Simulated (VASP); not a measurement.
# Ag (P6_3/mmc) in VASP: a series of runs

Runs on Ag. Level: PBE. Tasks: electric field gradients.

Program: VASP 6.6.1. These are calculated values, not measurements. Logs are shortened: lines on timing, memory, paths and dates and some standing lists are left out, and cuts for length are marked.

## (1) The cell of the first run

The structure is hexagonal, space group P6_3/mmc (No. 194). Conventional cell: a = 2.959 Å, b = 2.959 Å, c = 4.837 Å, α = 90.00°, β = 90.00°, γ = 120.00°. Ag (site symmetry -6m2) has 12 Ag at 2.96 Å within 3.9 Å.

This isn't the form of Ag at room conditions, which is fcc.

## (2) Electric field gradients, PBE

INCAR

```
SYSTEM = Ag
PREC     = Accurate       ! precision mode
ENCUT    = 520            ! plane-wave cutoff, eV
EDIFF    = 1E-8           ! SCF threshold, eV
ISMEAR   = 1              ! smearing method
SIGMA    = 0.001          ! smearing width, eV
LREAL    = .FALSE.        ! projectors in reciprocal space
LASPH    = .TRUE.         ! aspherical terms in the spheres
NELM     = 60             ! most SCF steps
ALGO     = Normal         ! electronic algorithm
ISIF     = 2              ! what is computed and relaxed
LWAVE    = .FALSE.        ! write WAVECAR
LCHARG   = .FALSE.        ! write CHGCAR
GGA      = PE             ! functional
LEFG     = .TRUE.       
NBANDS   = 18             ! bands
```

KPOINTS

```
regular mesh
0
G
  14 14 8
  0 0 0
```

POSCAR

```
Ag
1.0
    2.9590098492      0.0000000000      0.0000000000
   -1.4795049246      2.5625776994      0.0000000000
    0.0000000000      0.0000000000      4.8374288271
Ag
2
Direct
    0.3333333333      0.6666666667      0.2500000000
    0.6666666667      0.3333333333      0.7500000000
```

Potentials or basis: VASP PAW PBE potentials, release 64 (Ag).

The run is started by

```console
$ cat potpaw_PBE.64/Ag/POTCAR > POTCAR
$ mpirun -np 1 vasp_std > vasp.out
```

OUTCAR:

```text
SYSTEM = Ag
   PREC = Accurate
   ENCUT = 520
   EDIFF = 1E-8
   ISMEAR = 1
   LREAL = .FALSE.
   LASPH = .TRUE.
   NELM = 60
   ISIF = 2
   GGA = PE

 ion  position               nearest neighbor table
   1  0.333  0.667  0.250-   2 2.96   2 2.96   2 2.96   2 2.96   2 2.96   2 2.96
   2  0.667  0.333  0.750-   1 2.96   1 2.96   1 2.96   1 2.96   1 2.96   1 2.96

  LATTYP: Found a hexagonal cell.
 ALAT       =     2.9590098492
 C/A-ratio  =     1.6348133577

  Lattice vectors:

 A1 = (   2.9590098492,   0.0000000000,   0.0000000000)
 A2 = (  -1.4795049246,   2.5625776994,   0.0000000000)
 A3 = (   0.0000000000,   0.0000000000,   4.8374288271)

Analysis of symmetry for initial positions (statically):
=====================================================================
 Subroutine PRICEL returns:
 Original cell was already a primitive cell.

 Routine SETGRP: Setting up the symmetry group for a
 hexagonal supercell.

 Subroutine GETGRP returns: Found 24 space group operations
 (whereof 12 operations were pure point group operations)
 out of a pool of 24 trial point group operations.

The static configuration has the point symmetry D_3d.
 The point group associated with its full space group is D_6h.

Analysis of symmetry for dynamics (positions and initial velocities):
=====================================================================
 Subroutine PRICEL returns:
 Original cell was already a primitive cell.

 Routine SETGRP: Setting up the symmetry group for a
 hexagonal supercell.

 Subroutine GETGRP returns: Found 24 space group operations
 (whereof 12 operations were pure point group operations)
 out of a pool of 24 trial point group operations.

The dynamic configuration has the point symmetry D_3d.
 The point group associated with its full space group is D_6h.

 Subroutine INISYM returns: Found 24 space group operations
 (whereof 12 operations are pure point group operations),
 and found     1 'primitive' translations

----------------------------------------------------------------------------------------

                                     Primitive cell

  volume of cell :      36.6807

  direct lattice vectors                    reciprocal lattice vectors
     2.959009849  0.000000000  0.000000000     0.337950886  0.195116035  0.000000000
    -1.479504925  2.562577699  0.000000000     0.000000000  0.390232070  0.000000000
     0.000000000  0.000000000  4.837428827     0.000000000  0.000000000  0.206721388

  length of vectors
     2.959009849  2.959009849  4.837428827     0.390232070  0.390232070  0.206721388

  position of ions in fractional coordinates (direct lattice)
     0.333333333  0.666666667  0.250000000
     0.666666667  0.333333333  0.750000000

  ion indices of the primitive-cell ions
   primitive index   ion index
                 1           1
                 2           2

----------------------------------------------------------------------------------------

 KPOINTS: regular mesh

Automatic generation of k-mesh.
 Grid dimensions read from file:
 generate k-points for:   14   14    8

 Generating k-lattice:

  Cartesian coordinates                     Fractional coordinates (reciprocal lattice)
     0.024139349  0.013936860  0.000000000     0.071428571  0.000000000  0.000000000
     0.000000000  0.027873719  0.000000000     0.000000000  0.071428571  0.000000000
     0.000000000  0.000000000  0.025840173     0.000000000  0.000000000  0.125000000

  Length of vectors
     0.027873719  0.027873719  0.025840173

  Shift w.r.t. Gamma in fractional coordinates (k-lattice)
     0.000000000  0.000000000  0.000000000

 Subroutine IBZKPT returns following result:
 ===========================================

 Found    120 irreducible k-points:

 Following reciprocal coordinates:
            Coordinates               Weight
  0.000000  0.000000  0.000000      1.000000
  0.071429  0.000000  0.000000      6.000000
  0.142857  0.000000  0.000000      6.000000
  0.214286  0.000000  0.000000      6.000000
  0.285714  0.000000  0.000000      6.000000
  0.357143  0.000000  0.000000      6.000000
[... 16 lines left out ...]
  0.285714  0.285714  0.000000      6.000000
  0.357143  0.285714  0.000000      6.000000
 [... further k-points ...]
   k-points           NKPTS =    120   k-points in BZ     NKDIM =    120   number of bands    NBANDS=     18
   number of dos      NEDOS =    301   number of ions     NIONS =      2
   total plane-waves  NPLWV =  20736
   dimension x,y,z NGX =    24 NGY =   24 NGZ =   36
   dimension x,y,z NGXF=    48 NGYF=   48 NGZF=   72
   ions per type =               2
   NGX,Y,Z   is equivalent  to a cutoff of  13.48, 13.48, 12.37 a.u.
   NGXF,Y,Z  is equivalent  to a cutoff of  26.97, 26.97, 24.74 a.u.
 SYSTEM =  Ag
   PREC   = accura    normal or accurate (medium, high low for compatibility)
   ISTART =      0    job   : 0-new  1-cont  2-samecut
   ICHARG =      2    charge: 1-file 2-atom 10-const
   ISPIN  =      1    spin polarized calculation?
   LNONCOLLINEAR =      F non collinear calculations
   LSORBIT =      F    spin-orbit coupling
   LASPH  =      T    aspherical Exc in radial PAW
   ENCUT  =  520.0 eV  38.22 Ry    6.18 a.u.   5.50  5.50  8.99*2*pi/ulx,y,z
   NELM   =     60;   NELMIN=  2; NELMDL= -5     # of ELM steps
   EDIFF  = 0.1E-07   stopping-criterion for ELM
   LREAL  =      F    real-space projection
   EDIFFG = 0.1E-06   stopping-criterion for IOM
   NSW    =      0    number of steps for IOM
   IBRION =     -1    ionic relax: 0-MD 1-quasi-New 2-CG
   NFREE  =      0    steps in history (QN), initial steepest desc. (CG)
   ISIF   =      2    stress and relaxation
   ISYM   =      2    0-nonsym 1-usesym 2-fastsym
   POTIM  = 0.5000    time-step for ionic-motion
   TEBEG  =    0.0;   TEEND  =   0.0 temperature during run
   PSTRESS=    0.0 pullay stress
   NELECT =      22.0000    total number of electrons
   NUPDOWN=      -1.0000    fix difference up-down
   EMIN   =  10.00;   EMAX   =-10.00  energy-range for DOS
   EFERMI =   0.00;   METHOD = LEGACY
   ISMEAR =     1;   SIGMA  =   0.00  broadening in eV -4-tet -1-fermi 0-gaus
   EFERMI_NEDOS =   21; number of points for ismear=-14 and -15
   IALGO  =     38    algorithm
   IMIX   =      4    mixing-type and parameters
     AMIX     =   0.40;   BMIX     =  1.00
     AMIX_MAG =   1.60;   BMIX_MAG =  1.00
  volume/ion in A,a.u.               =      18.34       123.77
  Fermi-wavevector in a.u.,A,eV,Ry     =   1.380606  2.608967 25.933691  1.906073
  Thomas-Fermi vector in A             =   2.505467
   LORBIT       =      0    0 simple, 1 ext, 2 COOP (PROOUT), +10 PAW based schemes
   GGA     = PE    functional components
   LHFCALC =     F    Hartree Fock is set to
   AEXX    =    0.0000 exact exchange contribution
   IVDW    =     0    specifies the selected vdW correction
   LEPSILON=     F    determine dielectric tensor
   LRPA    =     F    only Hartree local field effects (RPA)
 non-spin polarized calculation
 Methfessel and Paxton  Order N= 1 SIGMA  =   0.00
  energy-cutoff  :      520.00
  volume of cell :       36.68
 maximum number of plane-waves:      1020
 NGX is ok and might be reduce to    24
   NGX = 11   NGY = 11   NGZ = 17

 number of electron      21.9999996 magnetization

 Free energy of the ion-electron system (eV)
  ---------------------------------------------------
  ext. energy  EPLUGINS =         0.00000000
  ---------------------------------------------------
  free energy    TOTEN  =        -5.42077242 eV

  energy without entropy =       -5.42076823  energy(sigma->0) =       -5.42077102

 E-fermi :   7.4688     XC(G=0): -11.7781

 val. band max:        7.3717973644   @ k =   0.0714   0.0714   0.1250
 cond. band min:       7.4688829446   @ k =   0.4286   0.0714   0.2500
 fundamental gap:      0.0970855803
 Fermi energy:         7.4687839380

 k-point     1 :       0.0000    0.0000    0.0000
  band No.  band energies     occupation
      1       0.2099      2.00000
      2       1.4962      2.00000
      3       2.8950      2.00000
      4       2.9871      2.00000
      5       2.9871      2.00000
      6       3.1942      2.00000
[... 10 lines left out ...]
     17      24.8957      0.00000
     18      24.9851      0.00000
[... 463 lines left out ...]
 k-point    24 :       0.3571    0.2857    0.0000
  band No.  band energies     occupation
      1       1.9189      2.00000
      2       2.3256      2.00000
      3       2.3925      2.00000
      4       2.8222      2.00000
      5       2.8837      2.00000
      6       2.9944      2.00000
[... 10 lines left out ...]
     17      17.5472      0.00000
     18      18.4428      0.00000

 [... further k-points ...]

------------------------ aborting loop because EDIFF is reached ----------------------------------------

  FORCE on cell =-STRESS in cart. coord.  units (eV):
  Direction    XX          YY          ZZ          XY          YZ          ZX
  --------------------------------------------------------------------------------------
  -------------------------------------------------------------------------------------
  Total       -0.4587673     -0.4587673     -0.5742081      0.0000000      0.0000000     -0.0000000
  in kB      -20.0384895    -20.0384895    -25.0808253      0.0000000      0.0000000     -0.0000000
  external PRESSURE =     -21.7192681 kB  Pullay stress =       0.0000000 kB

 VOLUME and BASIS-vectors are now :
 -----------------------------------------------------------------------------
  energy-cutoff  :      520.00
  volume of cell :       36.68
      direct lattice vectors                 reciprocal lattice vectors
     2.959009849  0.000000000  0.000000000     0.337950886  0.195116035  0.000000000
    -1.479504925  2.562577699  0.000000000     0.000000000  0.390232070  0.000000000
     0.000000000  0.000000000  4.837428827     0.000000000  0.000000000  0.206721388

 POSITION                                       TOTAL-FORCE (eV/Angst)
 -----------------------------------------------------------------------------------
     -0.00000      1.70839      1.20936         0.000000     -0.000000      0.000000
      1.47950      0.85419      3.62807        -0.000000      0.000000      0.000000
 -----------------------------------------------------------------------------------
    total drift:                               -0.000000      0.000000     -0.000000

  FREE ENERGIE OF THE ION-ELECTRON SYSTEM (eV)
  ---------------------------------------------------
  free  energy   TOTEN  =        -5.4207724217 eV

  energy  without entropy=       -5.4207682299  energy(sigma->0) =       -5.42077102

 Electric field gradients (V/A^2)
---------------------------------------------------------------------
 ion       V_xx      V_yy      V_zz      V_xy      V_xz      V_yz
---------------------------------------------------------------------
   1      -2.010    -2.010     4.020    -0.001     0.000    -0.000
   2      -2.010    -2.010     4.020    -0.001    -0.000     0.000
---------------------------------------------------------------------

 Electric field gradients after diagonalization (V/A^2)
 (convention: |V_zz| > |V_xx| > |V_yy|)
----------------------------------------------------------------------
 ion       V_xx      V_yy      V_zz     asymmetry (V_yy - V_xx)/ V_zz
----------------------------------------------------------------------
   1      -2.011    -2.009     4.020       0.000
   2      -2.011    -2.009     4.020       0.000
----------------------------------------------------------------------

           NMR quadrupolar parameters

 Cq : quadrupolar parameter    Cq=e*Q*V_zz/h
 eta: asymmetry parameters     (V_yy - V_xx)/ V_zz
 Q  : nuclear electric quadrupole moment in mb (millibarn)
----------------------------------------------------------------------
 ion       Cq(MHz)       eta       Q (mb)
----------------------------------------------------------------------
   1       0.010       0.000       1.000
   2       0.010       0.000       1.000
----------------------------------------------------------------------
```

Run time: 24 s. Hardware: 1 thread of Intel Xeon 6975P-C (Granite Rapids), shared host; peak memory 0.19 GiB.

What came out:

| Property | Result |
| --- | --- |
| Free energy | -5.4208 eV |
| Pressure | -2.2 GPa |
| Band gap on the k mesh | zero (bands 11 and 12 overlap by 6.87 eV) |
| Largest electric field gradient by atom | Ag +4.0 V/Å² |

Electric field gradients, principal values (V/Å²):
```
atom   least  middle  greatest (by size)
1 Ag  -2.009  -2.011               4.020
2 Ag  -2.009  -2.011               4.020
```

Caveat: without QUAD_EFG the Cq values of the log hold for a quadrupole moment of 1 mb, not for the nuclei.

## (3) Electric field gradients, PBE (18.87 Å³/atom)

This run uses another cell than the first one, of 18.87 Å³/atom.

INCAR

```
SYSTEM = Ag
PREC = Accurate
ENCUT = 520
EDIFF = 1E-8
ISMEAR = -1
SIGMA = 0.05
LREAL = .False.
LASPH = .True.
NELM = 60
ALGO = Normal
ISIF = 2
LWAVE = .False.
LCHARG = .False.
GGA = PE
LEFG = .True.
NBANDS = 18
```

KPOINTS

```
Automatic mesh
0
Gamma
  14 14 8
  0 0 0
```

POSCAR

```
Ag
1.0
    2.9874636124      0.0000000000      0.0000000000
   -1.4937318062      2.5872193813      0.0000000000
    0.0000000000      0.0000000000      4.8839454194
Ag
2
Direct
    0.3333333333      0.6666666667      0.2500000000
    0.6666666667      0.3333333333      0.7500000000
```

Potentials or basis: VASP PAW PBE potentials, release 64 (Ag).

The run is started by

```console
$ cat potpaw_PBE.64/Ag/POTCAR > POTCAR
$ mpirun -np 1 vasp_std > vasp.out
```

OUTCAR:

```text
SYSTEM = Ag
   PREC = Accurate
   ENCUT = 520
   EDIFF = 1E-8
   ISMEAR = -1
   LREAL = .False.
   LASPH = .True.
   NELM = 60
   ISIF = 2
   GGA = PE

 ion  position               nearest neighbor table
   1  0.333  0.667  0.250-   2 2.99   2 2.99   2 2.99   2 2.99   2 2.99   2 2.99
   2  0.667  0.333  0.750-   1 2.99   1 2.99   1 2.99   1 2.99   1 2.99   1 2.99

  LATTYP: Found a hexagonal cell.
 ALAT       =     2.9874636124
 C/A-ratio  =     1.6348133578

  Lattice vectors:

 A1 = (   2.9874636124,   0.0000000000,   0.0000000000)
 A2 = (  -1.4937318062,   2.5872193813,   0.0000000000)
[... 719 lines left out ...]
  free  energy   TOTEN  =        -5.4017187966 eV

  energy  without entropy=       -5.3977556511  energy(sigma->0) =       -5.39973722

 Electric field gradients (V/A^2)
---------------------------------------------------------------------
 ion       V_xx      V_yy      V_zz      V_xy      V_xz      V_yz
---------------------------------------------------------------------
   1      -1.553    -1.553     3.106    -0.000     0.000    -0.000
   2      -1.553    -1.553     3.106    -0.000    -0.000     0.000
---------------------------------------------------------------------

 Electric field gradients after diagonalization (V/A^2)
 (convention: |V_zz| > |V_xx| > |V_yy|)
----------------------------------------------------------------------
 ion       V_xx      V_yy      V_zz     asymmetry (V_yy - V_xx)/ V_zz
----------------------------------------------------------------------
   1      -1.554    -1.553     3.106       0.000
   2      -1.554    -1.553     3.106       0.000
----------------------------------------------------------------------

           NMR quadrupolar parameters

 Cq : quadrupolar parameter    Cq=e*Q*V_zz/h
 eta: asymmetry parameters     (V_yy - V_xx)/ V_zz
 Q  : nuclear electric quadrupole moment in mb (millibarn)
----------------------------------------------------------------------
 ion       Cq(MHz)       eta       Q (mb)
----------------------------------------------------------------------
   1       0.008       0.000       1.000
   2       0.008       0.000       1.000
----------------------------------------------------------------------
```

It took 24 s on 1 thread of Intel Xeon 6975P-C (Granite Rapids), shared host; peak memory 0.19 GiB.

What came out:

- Free energy: -5.4017 eV
- Pressure: -4.2 GPa
- Band gap on the k mesh: zero (bands 11 and 12 overlap by 6.78 eV)
- Largest electric field gradient by atom: Ag +3.1 V/Å²

Electric field gradients, principal values (V/Å²):
| atom | least | middle | greatest (by size) |
| --- | --- | --- | --- |
| 1 Ag | -1.553 | -1.554 | 3.106 |
| 2 Ag | -1.553 | -1.554 | 3.106 |

Caveat: the cell stands under tension; without QUAD_EFG the Cq values of the log hold for a quadrupole moment of 1 mb, not for the nuclei.

(Part 1 of 2 ends here.)
